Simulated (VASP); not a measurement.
# Al8H in VASP: a series of runs, part 2 of 2

VASP 6.6.1.

## 3. Single point, PBE

Contents of INCAR:

```
ALGO = Normal ; DIPOL = 0.5 0.5 0.294
EDIFF = 1E-6 ; ENCUT = 520
GGA = PE ; IDIPOL = 3
ISIF = 2 ; ISMEAR = 0
LASPH = True ; LCHARG = False
LDIPOL = True ; LREAL = Auto
LWAVE = False ; NBANDS = 40
NELM = 60 ; PREC = Accurate
SIGMA = 0.1
```

Contents of KPOINTS:

```
k-points
0
Gamma
  5 4 1
```

Contents of POSCAR:

```
Al8H
1.0
    5.7135165837      0.0000000000      0.0000000000
    0.0000000000      8.0801326415      0.0000000000
    0.0000000000      0.0000000000     22.2432786975
Al H
16 2
Direct
    0.2500000000      0.2500000000      0.1798296040
    0.2500000000      0.7500000000      0.1798296040
    0.7500000000      0.2500000000      0.1798296040
    0.7500000000      0.7500000000      0.1798296040
    0.0000000000      0.0000000000      0.2440458181
    0.0000000000      0.5000000000      0.2440458181
    0.5000000000      0.0000000000      0.2440458181
    0.5000000000      0.5000000000      0.2440458181
    0.2500000000      0.2500000000      0.3102598702
    0.2500000000      0.7500000000      0.3102598702
    0.7500000000      0.2500000000      0.3102598702
    0.7500000000      0.7500000000      0.3102598702
    0.0000000000      0.0000000000      0.3705963860
    0.0000000000      0.5000000000      0.3705963860
    0.5000000000      0.0000000000      0.3705963860
    0.5000000000      0.5000000000      0.3705963860
    0.2500000000      0.1769195165      0.4339863214
    0.2500000000      0.3230804835      0.4339863214
```

Potentials or basis: VASP PAW PBE potentials, release 64 (Al, H).

Run with:

```sh
cat potpaw_PBE.64/Al/POTCAR potpaw_PBE.64/H/POTCAR > POTCAR
mpirun -np 1 vasp_std > vasp.out
```

OUTCAR:

```text
EDIFF = 1E-6
   ENCUT = 520
   GGA = PE
   ISIF = 2
   ISMEAR = 0
   LASPH = True
   LREAL = Auto
   NELM = 60
   PREC = Accurate

 ion  position               nearest neighbor table
   1  0.250  0.250  0.180-   3 2.86   3 2.86   6 2.86   7 2.86   8 2.86   5 2.86   9 2.90
   2  0.250  0.750  0.180-   4 2.86   4 2.86   6 2.86   7 2.86   8 2.86   5 2.86  10 2.90
   3  0.750  0.250  0.180-   1 2.86   1 2.86   6 2.86   7 2.86   8 2.86   5 2.86  11 2.90
   4  0.750  0.750  0.180-   2 2.86   2 2.86   6 2.86   7 2.86   8 2.86   5 2.86  12 2.90
   5  0.000  0.000  0.244-  13 2.81   7 2.86   7 2.86   4 2.86   1 2.86   2 2.86   3 2.86  11 2.88
                            12 2.88   9 2.88  10 2.88
   6  0.000  0.500  0.244-  14 2.81   8 2.86   8 2.86   4 2.86   1 2.86   2 2.86   3 2.86  11 2.88
                            12 2.88   9 2.88  10 2.88
[... 607 lines left out ...]
 -----------------------------------------------------------------------------
  energy-cutoff  :      520.00
  volume of cell :     1026.88
      direct lattice vectors                 reciprocal lattice vectors
     5.713516584  0.000000000  0.000000000     0.175023558  0.000000000  0.000000000
     0.000000000  8.080132642  0.000000000     0.000000000  0.123760345  0.000000000
     0.000000000  0.000000000 22.243278697     0.000000000  0.000000000  0.044957401

 POSITION                                       TOTAL-FORCE (eV/Angst)
 -----------------------------------------------------------------------------------
      1.42838      2.02003      4.00000         0.000000      0.000000      0.221958
      1.42838      6.06010      4.00000         0.000000      0.000000      0.172358
      4.28514      2.02003      4.00000         0.000000      0.000000      0.158972
      4.28514      6.06010      4.00000         0.000000      0.000000      0.174523
      0.00000      0.00000      5.42838        -0.046795     -0.011105     -0.235830
      0.00000      4.04007      5.42838        -0.046795      0.011105     -0.235830
[... 10 lines left out ...]
      1.42838      1.42953      9.65328         0.000000      2.465048     -0.037401
      1.42838      2.61053      9.65328         0.000000     -2.465048     -0.037401
 -----------------------------------------------------------------------------------
    total drift:                               -0.000000      0.000000     -0.013590

  FREE ENERGIE OF THE ION-ELECTRON SYSTEM (eV)
  ---------------------------------------------------
  free  energy   TOTEN  =       -60.1248028104 eV

  energy  without entropy=      -60.0767011491  energy(sigma->0) =      -60.10075198

 vacuum level on the upper side and lower side of the slab         3.321         3.145
```

OSZICAR:

```text
N       E                     dE             d eps       ncg     rms          rms(c)
DAV:   1     0.187001270032E+03    0.18700E+03   -0.14131E+04   720   0.853E+02
DAV:   2    -0.485577517001E+02   -0.23556E+03   -0.22628E+03  1024   0.149E+02
DAV:   3    -0.626194631567E+02   -0.14062E+02   -0.13645E+02   904   0.368E+01
DAV:   4    -0.631693904771E+02   -0.54993E+00   -0.54891E+00  1208   0.845E+00
[... 17 lines left out ...]
DAV:  22    -0.601247891598E+02   -0.39983E-05   -0.56253E-07   704   0.173E-03    0.383E-04
DAV:  23    -0.601247968198E+02   -0.76601E-05   -0.24852E-07   632   0.128E-03    0.244E-04
DAV:  24    -0.601248004716E+02   -0.36518E-05   -0.12061E-07   624   0.915E-04    0.171E-04
DAV:  25    -0.601248025921E+02   -0.21205E-05   -0.96414E-08   616   0.785E-04    0.863E-05
DAV:  26    -0.601248028104E+02   -0.21827E-06   -0.20908E-08   584   0.523E-04
   1 F= -.60124803E+02 E0= -.60100752E+02  d E =-.481017E-01
```

stdout:

```text
POSCAR found type information on POSCAR AlH
 POSCAR found :  2 types and      18 ions
 scaLAPACK will be used
 LDA part: xc-table for (Slater+PW92), standard interpolation
 POSCAR, INCAR and KPOINTS ok, starting setup
 FFT: planning ... GRIDC
 FFT: planning ... GRID_SOFT
 FFT: planning ... GRID
 WAVECAR not read
 entering main loop
```

It took 14 min on 1 thread of Intel Xeon Platinum 8488C (Sapphire Rapids), shared host; peak memory 0.89 GiB.

What came out:

* Free energy: -60.1248 eV
* Largest force: 2.465 eV/Å
* Band gap on the k mesh: zero (bands 25 and 26 overlap by 0.59 eV)

Forces in eV/Å, atoms in the order of the input:
```
Al   0.000  0.000  0.222
Al   0.000  0.000  0.172
Al   0.000  0.000  0.159
Al   0.000  0.000  0.175
Al  -0.047 -0.011 -0.236
Al  -0.047  0.011 -0.236
Al   0.047 -0.011 -0.236
Al   0.047  0.011 -0.236
Al   0.000  0.000 -0.277
Al   0.000  0.000  0.083
Al   0.000  0.000  0.040
Al   0.000  0.000 -0.037
Al  -0.018  0.019  0.121
Al  -0.018 -0.019  0.121
Al   0.018  0.019  0.121
Al   0.018 -0.019  0.121
H    0.000  2.465 -0.037
H    0.000 -2.465 -0.037
```

## 4. Single point, PBE

Contents of INCAR:

```
SYSTEM = Al8H
ALGO = Normal
DIPOL = 0.5 0.5 0.297
EDIFF = 1E-7
ENCUT = 520
GGA = PE
IDIPOL = 3
ISIF = 2
ISMEAR = 0
LASPH = .TRUE.
LCHARG = .TRUE.
LDIPOL = .TRUE.
LELF = .TRUE.
LREAL = Auto
LVACPOTAV = .TRUE.
LVHAR = .TRUE.
LWAVE = .FALSE.
NBANDS = 40
NELM = 80
PREC = Accurate
SIGMA = 0.1
```

Contents of KPOINTS:

```
k-points
0
G
  5 4 1
  0 0 0
```

Edit POSCAR of step 3 so:

```diff
@@ -24,3 +24,3 @@
     0.5000000000      0.5000000000      0.3705963860
-    0.2500000000      0.1769195165      0.4339863214
-    0.2500000000      0.3230804835      0.4339863214
+    0.2500000000      0.1769195165      0.4627590580
+    0.2500000000      0.3230804835      0.4627590580
```

Potentials or basis: VASP PAW PBE potentials, release 64 (Al, H).

Run with:

```sh
cat potpaw_PBE.64/Al/POTCAR potpaw_PBE.64/H/POTCAR > POTCAR
mpirun -np 1 vasp_std > vasp.out
```

OUTCAR:

```text
SYSTEM = Al8H
   EDIFF = 1E-7
   ENCUT = 520
   GGA = PE
   ISIF = 2
   ISMEAR = 0
   LASPH = .TRUE.
   LREAL = Auto
   NELM = 80
   PREC = Accurate

 ion  position               nearest neighbor table
   1  0.250  0.250  0.180-   3 2.86   3 2.86   6 2.86   7 2.86   8 2.86   5 2.86   9 2.90
   2  0.250  0.750  0.180-   4 2.86   4 2.86   6 2.86   7 2.86   8 2.86   5 2.86  10 2.90
   3  0.750  0.250  0.180-   1 2.86   1 2.86   6 2.86   7 2.86   8 2.86   5 2.86  11 2.90
   4  0.750  0.750  0.180-   2 2.86   2 2.86   6 2.86   7 2.86   8 2.86   5 2.86  12 2.90
   5  0.000  0.000  0.244-  13 2.81   7 2.86   7 2.86   4 2.86   1 2.86   2 2.86   3 2.86  11 2.88
                            12 2.88   9 2.88  10 2.88
   6  0.000  0.500  0.244-  14 2.81   8 2.86   8 2.86   4 2.86   1 2.86   2 2.86   3 2.86  11 2.88
                            12 2.88   9 2.88  10 2.88
   7  0.500  0.000  0.244-  15 2.81   5 2.86   5 2.86   4 2.86   1 2.86   2 2.86   3 2.86  11 2.88
                            12 2.88   9 2.88  10 2.88
   8  0.500  0.500  0.244-  16 2.81   6 2.86   6 2.86   4 2.86   1 2.86   2 2.86   3 2.86  11 2.88
                            12 2.88   9 2.88  10 2.88
   9  0.250  0.250  0.310-  13 2.81  14 2.81  15 2.81  16 2.81  11 2.86  11 2.86   7 2.88   8 2.88
                             5 2.88   6 2.88   1 2.90
  10  0.250  0.750  0.310-  13 2.81  14 2.81  15 2.81  16 2.81  12 2.86  12 2.86   7 2.88   8 2.88
[... 585 lines left out ...]
 [bands above 37 left out]

------------------------ aborting loop because EDIFF is reached ----------------------------------------

  FORCE on cell =-STRESS in cart. coord.  units (eV):
  Direction    XX          YY          ZZ          XY          YZ          ZX
  --------------------------------------------------------------------------------------
  -------------------------------------------------------------------------------------
  Total      -12.1484225     -8.3777949     -1.0141424      0.0000000      0.0000000      0.0000000
  in kB      -18.9543844    -13.0713222     -1.5822996      0.0000000      0.0000000      0.0000000
  external PRESSURE =     -11.2026687 kB  Pullay stress =       0.0000000 kB

 VOLUME and BASIS-vectors are now :
 -----------------------------------------------------------------------------
  energy-cutoff  :      520.00
  volume of cell :     1026.88
      direct lattice vectors                 reciprocal lattice vectors
     5.713516584  0.000000000  0.000000000     0.175023558  0.000000000  0.000000000
     0.000000000  8.080132642  0.000000000     0.000000000  0.123760345  0.000000000
     0.000000000  0.000000000 22.243278697     0.000000000  0.000000000  0.044957401

 POSITION                                       TOTAL-FORCE (eV/Angst)
 -----------------------------------------------------------------------------------
      1.42838      2.02003      4.00000        -0.000000      0.000000      0.217157
      1.42838      6.06010      4.00000        -0.000000      0.000000      0.195718
      4.28514      2.02003      4.00000        -0.000000      0.000000      0.159058
      4.28514      6.06010      4.00000        -0.000000      0.000000      0.193702
      0.00000      0.00000      5.42838        -0.009108     -0.003766     -0.208811
      0.00000      4.04007      5.42838        -0.009108      0.003766     -0.208811
[... 10 lines left out ...]
      1.42838      1.42953     10.29328        -0.000000      3.793447     -0.048829
      1.42838      2.61053     10.29328        -0.000000     -3.793447     -0.048829
 -----------------------------------------------------------------------------------
    total drift:                               -0.000000     -0.000000     -0.013582

  FREE ENERGIE OF THE ION-ELECTRON SYSTEM (eV)
  ---------------------------------------------------
  free  energy   TOTEN  =       -60.0647227891 eV

  energy  without entropy=      -60.0252416392  energy(sigma->0) =      -60.04498221

 vacuum level on the upper side and lower side of the slab         3.356         3.152
```

stdout:

```text
POSCAR found type information on POSCAR AlH
 POSCAR found :  2 types and      18 ions
 scaLAPACK will be used
 LDA part: xc-table for (Slater+PW92), standard interpolation
 POSCAR, INCAR and KPOINTS ok, starting setup
 FFT: planning ... GRIDC
 FFT: planning ... GRID_SOFT
 FFT: planning ... GRID
 WAVECAR not read
 entering main loop
 -----------------------------------------------------------------------------
|                                                                             |
|           W    W    AA    RRRRR   N    N  II  N    N   GGGG   !!!           |
|           W    W   A  A   R    R  NN   N  II  NN   N  G    G  !!!           |
|           W    W  A    A  R    R  N N  N  II  N N  N  G       !!!           |
|           W WW W  AAAAAA  RRRRR   N  N N  II  N  N N  G  GGG   !            |
|           WW  WW  A    A  R   R   N   NN  II  N   NN  G    G                |
|           W    W  A    A  R    R  N    N  II  N    N   GGGG   !!!           |
|                                                                             |
|     Did not find any points to average over, which means that no vacuum     |
|     field-free region was found. Please increase the size of  your cell     |
|     in the dimension of the dipole correction to obtain accurate            |
|     workfunction values.                                                    |
|                                                                             |
 -----------------------------------------------------------------------------
```

Wall time 14 min (1 thread of Intel Xeon Platinum 8488C (Sapphire Rapids), shared host); peak memory 0.89 GiB.

Results:

* Free energy: -60.0647 eV
* Largest force: 3.794 eV/Å
* Band gap on the k mesh: zero (bands 25 and 26 overlap by 0.49 eV)

Forces in eV/Å, atoms in the order of the input:
```
Al   0.000  0.000  0.217
Al   0.000  0.000  0.196
Al   0.000  0.000  0.159
Al   0.000  0.000  0.194
Al  -0.009 -0.004 -0.209
Al  -0.009  0.004 -0.209
Al   0.009 -0.004 -0.209
Al   0.009  0.004 -0.209
Al   0.000  0.000 -0.079
Al   0.000  0.000 -0.001
Al   0.000  0.000 -0.009
Al   0.000  0.000 -0.003
Al  -0.006  0.001  0.065
Al  -0.006 -0.001  0.065
Al   0.006  0.001  0.065
Al   0.006 -0.001  0.065
H    0.000  3.793 -0.049
H    0.000 -3.793 -0.049
```

## 5. Single point, PBE

Contents of INCAR:

```
SYSTEM = Al8H
PREC = Accurate
ENCUT = 520
EDIFF = 1E-6
ISMEAR = 0
SIGMA = 0.1
LREAL = Auto
LASPH = .True.
NELM = 60
ALGO = Normal
ISIF = 2
LWAVE = .False.
LCHARG = .True.
LDIPOL = .True.
IDIPOL = 3
DIPOL = 0.5 0.5 0.302
GGA = PE
LELF = .True.
LVHAR = .True.
LVACPOTAV = .True.
NBANDS = 40
```

Contents of KPOINTS:

```
Automatic mesh
0
Gamma
  5 4 1
  0 0 0
```

Edit POSCAR of step 4 so:

```diff
@@ -24,3 +24,3 @@
     0.5000000000      0.5000000000      0.3705963860
-    0.2500000000      0.1769195165      0.4627590580
-    0.2500000000      0.3230804835      0.4627590580
+    0.2500000000      0.1769195165      0.5054685890
+    0.2500000000      0.3230804835      0.5054685890
```

Run with:

```sh
cat potpaw_PBE.64/Al/POTCAR potpaw_PBE.64/H/POTCAR > POTCAR
mpirun -np 1 vasp_std > vasp.out
```

Run time: 14 min. Hardware: 1 thread of Intel Xeon Platinum 8488C (Sapphire Rapids), shared host; peak memory 0.89 GiB.

Results (log left out):

```
Free energy            : -60.0045 eV
Largest force          : 4.528 eV/Å
Band gap on the k mesh : zero (bands 25 and 26 overlap by 0.49 eV)
```

Forces in eV/Å, atoms in the order of the input:
```
Al   0.000  0.000  0.215
Al   0.000  0.000  0.214
Al   0.000  0.000  0.199
Al   0.000  0.000  0.216
Al  -0.002 -0.001 -0.207
Al  -0.002  0.001 -0.207
Al   0.002 -0.001 -0.207
Al   0.002  0.001 -0.207
Al   0.000  0.000 -0.013
Al   0.000  0.000 -0.016
Al   0.000  0.000 -0.017
Al   0.000  0.000 -0.010
Al  -0.003 -0.002  0.017
Al  -0.003  0.002  0.017
Al   0.003 -0.002  0.017
Al   0.003  0.002  0.017
H    0.000  4.528 -0.015
H    0.000 -4.528 -0.015
```

Levels at points of the mesh, in eV from the Fermi level:
```csv
k point,band 22,band 23,band 24,band 25,band 26,band 27,band 28,band 29
"(0.00, 0.00, 0.00)",-1.41,-0.83,-0.76,-0.55,-0.15,-0.14,0.21,1.09
"(0.00, 0.50, 0.00)",-0.95,-0.95,-0.88,-0.88,0.22,0.23,0.25,0.25
```

## 6. The runs side by side

```tsv
cell	gap on the mesh (eV)	largest force (eV/Å)
as given, atomic positions A	none	0.98
as given, atomic positions B	none	2.47
as given, atomic positions C	none	3.79
as given, atomic positions D	none	4.53
```

Alike in all rows: task single point; level PBE; potentials or basis VASP PAW PBE potentials, release 64 (Al, H); no spin polarisation; k mesh 5 × 4 × 1; cutoff (eV) 520; smearing gaussian 0.1 eV.

Absolute energies hang on the potentials; compare differences alone.
